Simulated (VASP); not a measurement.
# Mo (Im-3m) in VASP: notebook

Mo is run at these levels: LDA; tasks: single point, relaxation of cell and atoms.

All numbers are computed with VASP 6.6.1; they aren't measurements. Logs are shortened: lines on timing, memory, paths and dates and some standing lists are left out, and cuts for length are marked.

## Step 1: The cell of the first run

Symmetry: Im-3m, No. 229, cubic system. The conventional cell has a = 3.109 Å, b = 3.109 Å, c = 3.109 Å, α = 90.00°, β = 90.00°, γ = 90.00°. Mo (site symmetry m-3m) has 14 Mo at 2.69 to 3.11 Å within 3.6 Å.

## Step 2: Single point, LDA

INCAR

```
ALGO = Normal
EDIFF = 1E-7
ENCUT = 520
ISIF = 2
ISMEAR = 1
LASPH = T
LCHARG = F
LREAL = F
LWAVE = F
NBANDS = 13
NELM = 80
PREC = Accurate
SIGMA = 0.02
```

KPOINTS

```
k-points
0
Gamma
  10 10 10
```

POSCAR

```
Mo
1.0
   -1.5546048079      1.5546048079      1.5546048079
    1.5546048079     -1.5546048079      1.5546048079
    1.5546048079      1.5546048079     -1.5546048079
Mo
1
Direct
    0.0000000000      0.0000000000      0.0000000000
```

Potentials or basis: VASP PAW LDA potentials, release 64 (Mo_sv).

Started as:

```
> cat potpaw_LDA.64/Mo_sv/POTCAR > POTCAR
> mpirun -np 1 vasp_std > vasp.out
```

OUTCAR:

```text
EDIFF = 1E-7
   ENCUT = 520
   ISIF = 2
   ISMEAR = 1
   LASPH = T
   LREAL = F
   NELM = 80
   PREC = Accurate

 ion  position               nearest neighbor table
   1  0.000  0.000  0.000-

  LATTYP: Found a body centered cubic cell.
 ALAT       =     3.1092096158

  Lattice vectors:

 A1 = (  -1.5546048079,   1.5546048079,   1.5546048079)
 A2 = (   1.5546048079,  -1.5546048079,   1.5546048079)
 A3 = (   1.5546048079,   1.5546048079,  -1.5546048079)

Analysis of symmetry for initial positions (statically):
=====================================================================
 Subroutine PRICEL returns:
 Original cell was already a primitive cell.

 Routine SETGRP: Setting up the symmetry group for a
 body centered cubic supercell.

 Subroutine GETGRP returns: Found 48 space group operations
 (whereof 48 operations were pure point group operations)
 out of a pool of 48 trial point group operations.

The static configuration has the point symmetry O_h .

Analysis of symmetry for dynamics (positions and initial velocities):
=====================================================================
 Subroutine PRICEL returns:
 Original cell was already a primitive cell.

 Routine SETGRP: Setting up the symmetry group for a
 body centered cubic supercell.

 Subroutine GETGRP returns: Found 48 space group operations
 (whereof 48 operations were pure point group operations)
 out of a pool of 48 trial point group operations.

The dynamic configuration has the point symmetry O_h .

 Subroutine INISYM returns: Found 48 space group operations
 (whereof 48 operations are pure point group operations),
 and found     1 'primitive' translations

----------------------------------------------------------------------------------------

                                     Primitive cell

  volume of cell :      15.0287

  direct lattice vectors                    reciprocal lattice vectors
    -1.554604808  1.554604808  1.554604808     0.000000000  0.321625147  0.321625147
     1.554604808 -1.554604808  1.554604808     0.321625147  0.000000000  0.321625147
     1.554604808  1.554604808 -1.554604808     0.321625147  0.321625147  0.000000000

  length of vectors
     2.692654513  2.692654513  2.692654513     0.454846645  0.454846645  0.454846645

  position of ions in fractional coordinates (direct lattice)
     0.000000000  0.000000000  0.000000000

  ion indices of the primitive-cell ions
   primitive index   ion index
                 1           1

----------------------------------------------------------------------------------------

 KPOINTS: k-points

Automatic generation of k-mesh.
 Grid dimensions read from file:
 generate k-points for:   10   10   10

 Generating k-lattice:

  Cartesian coordinates                     Fractional coordinates (reciprocal lattice)
     0.000000000  0.032162515  0.032162515     0.100000000  0.000000000  0.000000000
     0.032162515  0.000000000  0.032162515     0.000000000  0.100000000  0.000000000
     0.032162515  0.032162515  0.000000000     0.000000000  0.000000000  0.100000000

  Length of vectors
     0.045484665  0.045484665  0.045484665

  Shift w.r.t. Gamma in fractional coordinates (k-lattice)
     0.000000000  0.000000000  0.000000000

 Subroutine IBZKPT returns following result:
 ===========================================

 Found     47 irreducible k-points:

 Following reciprocal coordinates:
            Coordinates               Weight
  0.000000  0.000000  0.000000      1.000000
  0.100000  0.000000  0.000000     12.000000
  0.200000  0.000000  0.000000     12.000000
  0.300000  0.000000  0.000000     12.000000
  0.400000  0.000000  0.000000     12.000000
  0.500000  0.000000  0.000000      6.000000
[... 16 lines left out ...]
  0.300000  0.300000  0.100000      8.000000
 -0.300000  0.300000  0.100000     24.000000
 [... further k-points ...]
   k-points           NKPTS =     47   k-points in BZ     NKDIM =     47   number of bands    NBANDS=     13
   number of dos      NEDOS =    301   number of ions     NIONS =      1
   total plane-waves  NPLWV =   8000
   dimension x,y,z NGX =    20 NGY =   20 NGZ =   20
   dimension x,y,z NGXF=    40 NGYF=   40 NGZF=   40
   ions per type =               1
   NGX,Y,Z   is equivalent  to a cutoff of  12.35, 12.35, 12.35 a.u.
   NGXF,Y,Z  is equivalent  to a cutoff of  24.70, 24.70, 24.70 a.u.
 SYSTEM =  unknown system
   PREC   = accura    normal or accurate (medium, high low for compatibility)
   ISTART =      0    job   : 0-new  1-cont  2-samecut
   ICHARG =      2    charge: 1-file 2-atom 10-const
   ISPIN  =      1    spin polarized calculation?
   LNONCOLLINEAR =      F non collinear calculations
   LSORBIT =      F    spin-orbit coupling
   LASPH  =      T    aspherical Exc in radial PAW
   ENCUT  =  520.0 eV  38.22 Ry    6.18 a.u.   5.01  5.01  5.01*2*pi/ulx,y,z
   NELM   =     80;   NELMIN=  2; NELMDL= -5     # of ELM steps
   EDIFF  = 0.1E-06   stopping-criterion for ELM
   LREAL  =      F    real-space projection
   EDIFFG = 0.1E-05   stopping-criterion for IOM
   NSW    =      0    number of steps for IOM
   IBRION =     -1    ionic relax: 0-MD 1-quasi-New 2-CG
   NFREE  =      0    steps in history (QN), initial steepest desc. (CG)
   ISIF   =      2    stress and relaxation
   ISYM   =      2    0-nonsym 1-usesym 2-fastsym
   POTIM  = 0.5000    time-step for ionic-motion
   TEBEG  =    0.0;   TEEND  =   0.0 temperature during run
   PSTRESS=    0.0 pullay stress
   NELECT =      14.0000    total number of electrons
   NUPDOWN=      -1.0000    fix difference up-down
   EMIN   =  10.00;   EMAX   =-10.00  energy-range for DOS
   EFERMI =   0.00;   METHOD = LEGACY
   ISMEAR =     1;   SIGMA  =   0.02  broadening in eV -4-tet -1-fermi 0-gaus
   EFERMI_NEDOS =   21; number of points for ismear=-14 and -15
   IALGO  =     38    algorithm
   IMIX   =      4    mixing-type and parameters
     AMIX     =   0.40;   BMIX     =  1.00
     AMIX_MAG =   1.60;   BMIX_MAG =  1.00
  volume/ion in A,a.u.               =      15.03       101.42
  Fermi-wavevector in a.u.,A,eV,Ry     =   1.598861  3.021410 34.781363  2.556358
  Thomas-Fermi vector in A             =   2.696245
   LORBIT       =      0    0 simple, 1 ext, 2 COOP (PROOUT), +10 PAW based schemes
   GGA     = CA    functional components
   LHFCALC =     F    Hartree Fock is set to
   AEXX    =    0.0000 exact exchange contribution
   IVDW    =     0    specifies the selected vdW correction
   LEPSILON=     F    determine dielectric tensor
   LRPA    =     F    only Hartree local field effects (RPA)
 non-spin polarized calculation
 Methfessel and Paxton  Order N= 1 SIGMA  =   0.02
  energy-cutoff  :      520.00
  volume of cell :       15.03
 maximum number of plane-waves:       418
   NGX =  9   NGY =  9   NGZ =  9

 number of electron      13.9999996 magnetization

 Free energy of the ion-electron system (eV)
  ---------------------------------------------------
  ext. energy  EPLUGINS =         0.00000000
  ---------------------------------------------------
  free energy    TOTEN  =       -12.11763701 eV

  energy without entropy =      -12.11755418  energy(sigma->0) =      -12.11760940

 E-fermi :  13.2241     XC(G=0): -13.8211

 val. band max:       13.2110201660   @ k =  -0.2000   0.2000   0.1000
 cond. band min:      13.2242132032   @ k =  -0.3000   0.3000   0.3000
 fundamental gap:      0.0131930372
 Fermi energy:        13.2240689314

 k-point     1 :       0.0000    0.0000    0.0000
  band No.  band energies     occupation
      1     -47.8074      2.00000
      2     -21.1508      2.00000
      3     -21.1508      2.00000
      4     -21.1508      2.00000
      5       5.7615      2.00000
      6      11.6733      2.00000
      7      11.6733      2.00000
      8      11.6733      2.00000
      9      14.8251      0.00000
     10      14.8251      0.00000
     11      27.9912      0.00000
     12      27.9912      0.00000
     13      27.9912      0.00000

 k-point     2 :       0.1000    0.0000    0.0000
  band No.  band energies     occupation
      1     -47.7777      2.00000
      2     -21.3159      2.00000
      3     -21.2014      2.00000
      4     -21.1522      2.00000
      5       6.2148      2.00000
      6      11.4163      2.00000
      7      11.6192      2.00000
      8      12.1107      2.00000
      9      14.4816      0.00000
     10      14.8338      0.00000
     11      28.3185      0.00000
     12      28.7653      0.00000
     13      28.8861      0.00000

 k-point     3 :       0.2000    0.0000    0.0000
  band No.  band energies     occupation
      1     -47.6994      2.00000
      2     -21.7354      2.00000
      3     -21.3317      2.00000
      4     -21.1560      2.00000
      5       7.2941      2.00000
      6      10.8085      2.00000
      7      11.4247      2.00000
      8      13.3633     -0.00000
      9      14.1874      0.00000
     10      14.9090      0.00000
     11      28.5473      0.00000
     12      30.0806      0.00000
     13      30.8988      0.00000

 k-point     4 :       0.3000    0.0000    0.0000
  band No.  band energies     occupation
      1     -47.6010      2.00000
      2     -22.2316      2.00000
      3     -21.4890      2.00000
      4     -21.1609      2.00000
      5       7.9377      2.00000
      6      10.1554      2.00000
      7      11.9710      2.00000
      8      14.4831      0.00000
      9      15.1161      0.00000
     10      15.2268      0.00000
     11      27.3266      0.00000
     12      28.8452      0.00000
     13      33.9826      0.00000

 k-point     5 :       0.4000    0.0000    0.0000
  band No.  band energies     occupation
      1     -47.5201      2.00000
      2     -22.6174      2.00000
      3     -21.6132      2.00000
      4     -21.1650      2.00000
      5       7.7158      2.00000
      6       9.6858      2.00000
      7      13.6841      0.00000
      8      14.9411      0.00000
      9      15.3992      0.00000
     10      17.2116      0.00000
     11      25.7856      0.00000
     12      26.5329      0.00000
     13      32.4188      0.00000
[... 257 lines left out ...]
 k-point    22 :      -0.2000    0.2000    0.1000
  band No.  band energies     occupation
      1     -47.6727      2.00000
      2     -21.7380      2.00000
      3     -21.3855      2.00000
      4     -21.2815      2.00000
      5       7.6946      2.00000
      6      11.2058      2.00000
      7      11.4670      2.00000
      8      13.0754      2.00000
      9      13.2110      1.88432
     10      15.5855      0.00000
     11      29.4290      0.00000
     12      30.2615      0.00000
     13      31.4541      0.00000

 k-point    23 :       0.3000    0.3000    0.1000
  band No.  band energies     occupation
      1     -47.4626      2.00000
      2     -22.1857      2.00000
      3     -22.1857      2.00000
      4     -21.5055      2.00000
      5       9.2595      2.00000
      6      10.8733      2.00000
      7      10.8733      2.00000
      8      15.5236      0.00000
      9      15.5236      0.00000
     10      23.3235      0.00000
     11      24.1593      0.00000
     12      24.1593      0.00000
     13      28.3445      0.00000

 k-point    24 :      -0.3000    0.3000    0.1000
  band No.  band energies     occupation
      1     -47.5770      2.00000
      2     -22.2086      2.00000
      3     -21.5455      2.00000
      4     -21.2803      2.00000
      5       8.3431      2.00000
      6      10.5946      2.00000
      7      11.3925      2.00000
      8      13.6682      0.00000
      9      15.0851      0.00000
     10      15.9242      0.00000
     11      27.6229      0.00000
     12      29.4528      0.00000
     13      33.5706      0.00000

 [... further k-points ...]

------------------------ aborting loop because EDIFF is reached ----------------------------------------

  FORCE on cell =-STRESS in cart. coord.  units (eV):
  Direction    XX          YY          ZZ          XY          YZ          ZX
  --------------------------------------------------------------------------------------
  -------------------------------------------------------------------------------------
  Total        0.1191095      0.1191095      0.1191095      0.0000000      0.0000000      0.0000000
  in kB       12.6980448     12.6980448     12.6980448      0.0000000      0.0000000      0.0000000
  external PRESSURE =      12.6980448 kB  Pullay stress =       0.0000000 kB

 VOLUME and BASIS-vectors are now :
 -----------------------------------------------------------------------------
  energy-cutoff  :      520.00
  volume of cell :       15.03
      direct lattice vectors                 reciprocal lattice vectors
    -1.554604808  1.554604808  1.554604808     0.000000000  0.321625147  0.321625147
     1.554604808 -1.554604808  1.554604808     0.321625147  0.000000000  0.321625147
     1.554604808  1.554604808 -1.554604808     0.321625147  0.321625147  0.000000000

 POSITION                                       TOTAL-FORCE (eV/Angst)
 -----------------------------------------------------------------------------------
      0.00000      0.00000      0.00000         0.000000      0.000000      0.000000
 -----------------------------------------------------------------------------------
    total drift:                                0.000000     -0.000000     -0.000000

  FREE ENERGIE OF THE ION-ELECTRON SYSTEM (eV)
  ---------------------------------------------------
  free  energy   TOTEN  =       -12.1176370051 eV

  energy  without entropy=      -12.1175541791  energy(sigma->0) =      -12.11760940
```

It took 13 s on 1 thread of Intel Xeon 8259CL, shared host; peak memory 0.12 GiB.

Results:

```yaml
Free_energy: -12.1176 eV
Pressure: 1.3 GPa
Band_gap_on_the_k_mesh: zero (bands 7 and 8 overlap by 5.70 eV)
```

## Step 3: Relaxation of cell and atoms, LDA

This run uses another cell than the first one, of 15.58 Å³/atom.

INCAR

```
PREC = Accurate
ENCUT = 600
EDIFF = 1E-6
ISMEAR = 1
SIGMA = 0.02
LREAL = F
LASPH = T
NELM = 100
ALGO = Normal
ISIF = 3
LWAVE = F
LCHARG = F
GGA = CA
IBRION = 2
NSW = 80
EDIFFG = -0.02
```

KPOINTS

```
regular mesh
0
Gamma
  10 10 10
```

POSCAR

```
Mo
1.0
   -1.5734150000      1.5734150000      1.5734150000
    1.5734150000     -1.5734150000      1.5734150000
    1.5734150000      1.5734150000     -1.5734150000
Mo
1
Direct
    0.0000000000      0.0000000000      0.0000000000
```

Potentials or basis: VASP PAW LDA potentials, release 64 (Mo_sv).

Started as:

```
> cat potpaw_LDA.64/Mo_sv/POTCAR > POTCAR
> mpirun -np 1 vasp_std > vasp.out
```

Wall time 28 s (1 thread of Intel Xeon 8259CL, shared host); peak memory 0.14 GiB.

It converged, with:

| Item | Value |
| --- | --- |
| Free energy | -12.1183 eV |
| Relaxed volume | 15.10 Å³/atom |
| Relaxed cell | a = 2.697 Å, b = 2.697 Å, c = 2.697 Å, α = 109.47°, β = 109.47°, γ = 109.47° |
| Space group after relaxing (to 0.1 Å) | Im-3m (No. 229) |
| Energy gained by relaxing | 13.8 meV/atom |
| Ionic steps | 3 |
| Pressure after relaxing | -0.2 GPa |
| Band gap on the k mesh | zero (bands 7 and 8 overlap by 5.66 eV) |

Step by step:
| step | energy change (eV) | largest force (eV/Å) | pressure (GPa) | volume (Å³) |
| --- | --- | --- | --- | --- |
| 1 | 0.0000 | 0.0000 | -8.81 | 15.58 |
| 2 | 0.1155 | 0.0000 | 33.34 | 13.73 |
| 3 | -0.0138 | 0.0000 | -0.16 | 15.10 |

Final structure:
```cif
data_structure
_symmetry_space_group_name_H-M 'P 1'
_symmetry_Int_Tables_number 1
_cell_length_a 2.6969
_cell_length_b 2.6969
_cell_length_c 2.6969
_cell_angle_alpha 109.471
_cell_angle_beta 109.471
_cell_angle_gamma 109.471
_cell_volume 15.10
loop_
_atom_site_label
_atom_site_type_symbol
_atom_site_fract_x
_atom_site_fract_y
_atom_site_fract_z
_atom_site_occupancy
Mo1 Mo 0.00000 0.00000 0.00000 1
```

Levels at points of the mesh, in eV from the Fermi level:
```tsv
k point	band 4	band 5	band 6	band 7	band 8	band 9	band 10	band 11
(0.00, 0.00, 0.00)	-34.39	-7.45	-1.54	-1.54	-1.54	1.59	1.59	14.76
(0.50, 0.00, 0.00)	-34.40	-5.65	-3.68	1.65	1.71	2.30	4.94	11.92
(0.50, 0.50, 0.50)	-35.47	-5.84	-5.84	4.12	4.12	4.12	9.22	9.22
```

LDA usually gives volumes a few per cent too small. Zero-point motion and thermal expansion aren't in these numbers.
